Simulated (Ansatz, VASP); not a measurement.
# Two plane-wave programs on Zn

```xyz
1
Lattice="0.0000 1.9029 1.9029 1.9029 0.0000 1.9029 1.9029 1.9029 0.0000" Properties=species:S:1:pos:R:3 pbc="T T T"
Zn    0.0000    0.0000    0.0000
```

Alike in both runs: task single point; functional r2SCAN; k mesh 16 × 16 × 16; occupations fermi-dirac, width 0.1 eV; no spin polarisation.

|  | VASP | Ansatz |
| --- | --- | --- |
| version | VASP 6.6.1 | Ansatz 0.2.0 |
| potentials or method | VASP PAW PBE potentials, release 64 (Zn), cutoff 520 eV | plane waves (500 eV) with PAW, scalar-relativistic |
| valence electrons in the cell | 12 | 12 |

```csv
,VASP,Ansatz,Ansatz less VASP
pressure (GPa),4.1,3.5,-0.59
```

VASP's potentials were made for PBE, not for r2SCAN.
